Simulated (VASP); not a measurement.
# SnTe (rock salt type) (Fm-3m) in VASP: a series of runs

The runs below take SnTe (rock salt type) through single point, with PBE, r2SCAN.

Everything below comes from runs of VASP 6.6.1. Logs are shortened: lines on timing, memory, paths and dates and some standing lists are left out, and cuts for length are marked.

### Step 1. The cell of the first run

The structure is cubic, space group Fm-3m (No. 225). The conventional cell has a = 6.410 Å, b = 6.410 Å, c = 6.410 Å, α = 90.00°, β = 90.00°, γ = 90.00°. Within 4.2 Å of Sn (site symmetry m-3m) lie 6 Te at 3.21 Å. Within 4.2 Å of Te (site symmetry m-3m) lie 6 Sn at 3.21 Å.

### Step 2. Single point, PBE

The input, INCAR:

```
SYSTEM = SnTe
ALGO = Normal
EDIFF = 1E-6
ENCUT = 520
GGA = PE
ISIF = 2
ISMEAR = -1
LASPH = .TRUE.
LCHARG = .TRUE.
LELF = .TRUE.
LREAL = .FALSE.
LVHAR = .TRUE.
LWAVE = .FALSE.
NBANDS = 17
NELM = 60
PREC = Accurate
SIGMA = 0.02
```

The input, KPOINTS:

```
k-points
0
G
  6 6 6
  0 0 0
```

The input, POSCAR:

```
SnTe
1.0
    0.0000000000      3.2050000000      3.2050000000
    3.2050000000      0.0000000000      3.2050000000
    3.2050000000      3.2050000000      0.0000000000
Sn Te
1 1
Direct
    0.0000000000      0.0000000000      0.0000000000
    0.5000000000      0.5000000000      0.5000000000
```

Potentials or basis: VASP PAW PBE potentials, release 64 (Sn_d, Te).

Command:

```sh
$ cat potpaw_PBE.64/Sn_d/POTCAR potpaw_PBE.64/Te/POTCAR > POTCAR
$ mpirun -np 1 vasp_std > vasp.out
```

OUTCAR:

```text
SYSTEM = SnTe
   EDIFF = 1E-6
   ENCUT = 520
   GGA = PE
   ISIF = 2
   ISMEAR = -1
   LASPH = .TRUE.
   LREAL = .FALSE.
   NELM = 60
   PREC = Accurate

 ion  position               nearest neighbor table
   1  0.000  0.000  0.000-   2 3.21   2 3.21   2 3.21   2 3.21   2 3.21   2 3.21
   2  0.500  0.500  0.500-   1 3.21   1 3.21   1 3.21   1 3.21   1 3.21   1 3.21

  LATTYP: Found a face centered cubic cell.
 ALAT       =     6.4100000000

  Lattice vectors:

 A1 = (   0.0000000000,   3.2050000000,   3.2050000000)
 A2 = (   3.2050000000,   0.0000000000,   3.2050000000)
 A3 = (   3.2050000000,   3.2050000000,   0.0000000000)

Analysis of symmetry for initial positions (statically):
=====================================================================
 Subroutine PRICEL returns:
 Original cell was already a primitive cell.

 Routine SETGRP: Setting up the symmetry group for a
 face centered cubic supercell.

 Subroutine GETGRP returns: Found 48 space group operations
 (whereof 48 operations were pure point group operations)
 out of a pool of 48 trial point group operations.

The static configuration has the point symmetry O_h .

Analysis of symmetry for dynamics (positions and initial velocities):
=====================================================================
 Subroutine PRICEL returns:
 Original cell was already a primitive cell.

 Routine SETGRP: Setting up the symmetry group for a
 face centered cubic supercell.

 Subroutine GETGRP returns: Found 48 space group operations
 (whereof 48 operations were pure point group operations)
 out of a pool of 48 trial point group operations.

The dynamic configuration has the point symmetry O_h .

 Subroutine INISYM returns: Found 48 space group operations
 (whereof 48 operations are pure point group operations),
 and found     1 'primitive' translations

----------------------------------------------------------------------------------------

                                     Primitive cell

  volume of cell :      65.8437

  direct lattice vectors                    reciprocal lattice vectors
     0.000000000  3.205000000  3.205000000    -0.156006240  0.156006240  0.156006240
     3.205000000  0.000000000  3.205000000     0.156006240 -0.156006240  0.156006240
     3.205000000  3.205000000  0.000000000     0.156006240  0.156006240 -0.156006240

  length of vectors
     4.532554467  4.532554467  4.532554467     0.270210734  0.270210734  0.270210734

  position of ions in fractional coordinates (direct lattice)
     0.000000000  0.000000000  0.000000000
     0.500000000  0.500000000  0.500000000

  ion indices of the primitive-cell ions
   primitive index   ion index
                 1           1
                 2           2

----------------------------------------------------------------------------------------

 KPOINTS: k-points

Automatic generation of k-mesh.
 Grid dimensions read from file:
 generate k-points for:    6    6    6

 Generating k-lattice:

  Cartesian coordinates                     Fractional coordinates (reciprocal lattice)
    -0.026001040  0.026001040  0.026001040     0.166666667  0.000000000  0.000000000
     0.026001040 -0.026001040  0.026001040     0.000000000  0.166666667  0.000000000
     0.026001040  0.026001040 -0.026001040     0.000000000  0.000000000  0.166666667

  Length of vectors
     0.045035122  0.045035122  0.045035122

  Shift w.r.t. Gamma in fractional coordinates (k-lattice)
     0.000000000  0.000000000  0.000000000

 Subroutine IBZKPT returns following result:
 ===========================================

 Found     16 irreducible k-points:

 Following reciprocal coordinates:
            Coordinates               Weight
  0.000000  0.000000  0.000000      1.000000
  0.166667  0.000000  0.000000      8.000000
  0.333333  0.000000  0.000000      8.000000
  0.500000  0.000000  0.000000      4.000000
  0.166667  0.166667  0.000000      6.000000
  0.333333  0.166667  0.000000     24.000000
[... 8 lines left out ...]
 -0.333333  0.333333  0.166667     24.000000
 -0.333333  0.500000  0.166667     12.000000
   k-points           NKPTS =     16   k-points in BZ     NKDIM =     16   number of bands    NBANDS=     17
   number of dos      NEDOS =    301   number of ions     NIONS =      2
   total plane-waves  NPLWV =  46656
   dimension x,y,z NGX =    36 NGY =   36 NGZ =   36
   dimension x,y,z NGXF=    72 NGYF=   72 NGZF=   72
   ions per type =               1   1
   NGX,Y,Z   is equivalent  to a cutoff of  13.20, 13.20, 13.20 a.u.
   NGXF,Y,Z  is equivalent  to a cutoff of  26.41, 26.41, 26.41 a.u.
 SYSTEM =  SnTe
   PREC   = accura    normal or accurate (medium, high low for compatibility)
   ISTART =      0    job   : 0-new  1-cont  2-samecut
   ICHARG =      2    charge: 1-file 2-atom 10-const
   ISPIN  =      1    spin polarized calculation?
   LNONCOLLINEAR =      F non collinear calculations
   LSORBIT =      F    spin-orbit coupling
   LASPH  =      T    aspherical Exc in radial PAW
   ENCUT  =  520.0 eV  38.22 Ry    6.18 a.u.   8.43  8.43  8.43*2*pi/ulx,y,z
   NELM   =     60;   NELMIN=  2; NELMDL= -5     # of ELM steps
   EDIFF  = 0.1E-05   stopping-criterion for ELM
   LREAL  =      F    real-space projection
   EDIFFG = 0.1E-04   stopping-criterion for IOM
   NSW    =      0    number of steps for IOM
   IBRION =     -1    ionic relax: 0-MD 1-quasi-New 2-CG
   NFREE  =      0    steps in history (QN), initial steepest desc. (CG)
   ISIF   =      2    stress and relaxation
   ISYM   =      2    0-nonsym 1-usesym 2-fastsym
   POTIM  = 0.5000    time-step for ionic-motion
   TEBEG  =    0.0;   TEEND  =   0.0 temperature during run
   PSTRESS=    0.0 pullay stress
   NELECT =      20.0000    total number of electrons
   NUPDOWN=      -1.0000    fix difference up-down
   EMIN   =  10.00;   EMAX   =-10.00  energy-range for DOS
   EFERMI =   0.00;   METHOD = LEGACY
   ISMEAR =    -1;   SIGMA  =   0.02  broadening in eV -4-tet -1-fermi 0-gaus
   EFERMI_NEDOS =   21; number of points for ismear=-14 and -15
   IALGO  =     38    algorithm
   IMIX   =      4    mixing-type and parameters
     AMIX     =   0.40;   BMIX     =  1.00
     AMIX_MAG =   1.60;   BMIX_MAG =  1.00
  volume/ion in A,a.u.               =      32.92       222.17
  Fermi-wavevector in a.u.,A,eV,Ry     =   1.100475  2.079596 16.477267  1.211045
  Thomas-Fermi vector in A             =   2.236887
   LORBIT       =      0    0 simple, 1 ext, 2 COOP (PROOUT), +10 PAW based schemes
   GGA     = PE    functional components
   LHFCALC =     F    Hartree Fock is set to
   AEXX    =    0.0000 exact exchange contribution
   IVDW    =     0    specifies the selected vdW correction
   LEPSILON=     F    determine dielectric tensor
   LRPA    =     F    only Hartree local field effects (RPA)
 non-spin polarized calculation
  energy-cutoff  :      520.00
  volume of cell :       65.84
 maximum number of plane-waves:      1807
 NGX is ok and might be reduce to    36
   NGX = 17   NGY = 17   NGZ = 17

 number of electron      20.0000005 magnetization

 Free energy of the ion-electron system (eV)
  ---------------------------------------------------
  ext. energy  EPLUGINS =         0.00000000
  ---------------------------------------------------
  free energy    TOTEN  =        -7.56476862 eV

  energy without entropy =       -7.56398891  energy(sigma->0) =       -7.56437876

 E-fermi :   6.3487     XC(G=0):  -9.2682

 val. band max:        6.3233638243   @ k =   0.5000   0.0000   0.0000
 cond. band min:       6.3741018664   @ k =   0.5000   0.0000   0.0000
 fundamental gap:      0.0507380421
 Fermi energy:         6.3487328453

 k-point     1 :       0.0000    0.0000    0.0000
  band No.  band energies     occupation
      1     -15.5615      2.00000
      2     -15.5615      2.00000
      3     -15.5583      2.00000
      4     -15.5583      2.00000
      5     -15.5583      2.00000
      6      -6.1037      2.00000
[... 9 lines left out ...]
     16      11.1732      0.00000
     17      13.1535      0.00000

 k-point     2 :       0.1667    0.0000    0.0000
  band No.  band energies     occupation
      1     -15.5624      2.00000
      2     -15.5624      2.00000
      3     -15.5579      2.00000
      4     -15.5570      2.00000
      5     -15.5570      2.00000
      6      -5.8904      2.00000
[... 9 lines left out ...]
     16      11.7075      0.00000
     17      14.6222      0.00000

 k-point     3 :       0.3333    0.0000    0.0000
  band No.  band energies     occupation
      1     -15.5645      2.00000
      2     -15.5645      2.00000
      3     -15.5572      2.00000
      4     -15.5541      2.00000
      5     -15.5541      2.00000
      6      -5.3429      2.00000
[... 9 lines left out ...]
     16      13.1730      0.00000
     17      16.7120      0.00000

 k-point     4 :       0.5000    0.0000    0.0000
  band No.  band energies     occupation
      1     -15.5656      2.00000
      2     -15.5656      2.00000
      3     -15.5569      2.00000
      4     -15.5526      2.00000
      5     -15.5526      2.00000
      6      -4.9483      2.00000
[... 9 lines left out ...]
     16      15.1230      0.00000
     17      15.1230      0.00000
[... 183 lines left out ...]
      1     -15.5687      2.00000
      2     -15.5616      2.00000
      3     -15.5580      2.00000
      4     -15.5530      2.00000
      5     -15.5520      2.00000
      6      -4.9678      2.00000
[... 9 lines left out ...]
     16      14.6609      0.00000
     17      15.2261      0.00000

 k-point    15 :      -0.3333    0.3333    0.1667
  band No.  band energies     occupation
      1     -15.5691      2.00000
      2     -15.5624      2.00000
      3     -15.5556      2.00000
      4     -15.5549      2.00000
      5     -15.5508      2.00000
      6      -4.7041      2.00000
[... 9 lines left out ...]
     16      16.1079      0.00000
     17      16.2034      0.00000

 k-point    16 :      -0.3333    0.5000    0.1667
  band No.  band energies     occupation
      1     -15.5716      2.00000
      2     -15.5602      2.00000
      3     -15.5584      2.00000
      4     -15.5526      2.00000
      5     -15.5497      2.00000
      6      -4.6336      2.00000
[... 9 lines left out ...]
     16      16.1904      0.00000
     17      17.3718      0.00000

------------------------ aborting loop because EDIFF is reached ----------------------------------------

  FORCE on cell =-STRESS in cart. coord.  units (eV):
  Direction    XX          YY          ZZ          XY          YZ          ZX
  --------------------------------------------------------------------------------------
  -------------------------------------------------------------------------------------
  Total       -0.0122907     -0.0122907     -0.0122907     -0.0000000     -0.0000000     -0.0000000
  in kB       -0.2990701     -0.2990701     -0.2990701     -0.0000000     -0.0000000     -0.0000000
  external PRESSURE =      -0.2990701 kB  Pullay stress =       0.0000000 kB

 VOLUME and BASIS-vectors are now :
 -----------------------------------------------------------------------------
  energy-cutoff  :      520.00
  volume of cell :       65.84
      direct lattice vectors                 reciprocal lattice vectors
     0.000000000  3.205000000  3.205000000    -0.156006240  0.156006240  0.156006240
     3.205000000  0.000000000  3.205000000     0.156006240 -0.156006240  0.156006240
     3.205000000  3.205000000  0.000000000     0.156006240  0.156006240 -0.156006240

 POSITION                                       TOTAL-FORCE (eV/Angst)
 -----------------------------------------------------------------------------------
      0.00000      0.00000      0.00000         0.000000      0.000000     -0.000000
      3.20500      3.20500      3.20500        -0.000000     -0.000000      0.000000
 -----------------------------------------------------------------------------------
    total drift:                               -0.000000      0.000000      0.000000

  FREE ENERGIE OF THE ION-ELECTRON SYSTEM (eV)
  ---------------------------------------------------
  free  energy   TOTEN  =        -7.5647686184 eV

  energy  without entropy=       -7.5639889103  energy(sigma->0) =       -7.56437876
```

Wall time 39 s (1 thread of AMD EPYC 7R43 (Zen 3), shared host); peak memory 0.17 GiB.

What came out:

```yaml
Free_energy: -7.5648 eV
Pressure: 0.0 GPa
Band_gap_on_the_k_mesh: 0.05 eV, direct
```

Levels at points of the mesh, in eV from the valence-band top:
```
           k point  band 7  band 8  band 9  band 10  band 11  band 12  band 13  band 14
(0.00, 0.00, 0.00)   -4.87   -2.00   -2.00    -2.00     3.25     3.25     3.25     4.85
(0.50, 0.00, 0.00)   -8.07   -1.67   -1.67     0.00     0.05     0.45     0.45     7.67
(0.50, 0.50, 0.00)   -6.43   -5.21   -3.49    -3.49     2.38     4.69     4.69     6.02
```

Caveat: spin-orbit coupling is left out, which moves the levels of the heavy elements. A k mesh can miss the band edges.

[end of part 1 of 2]
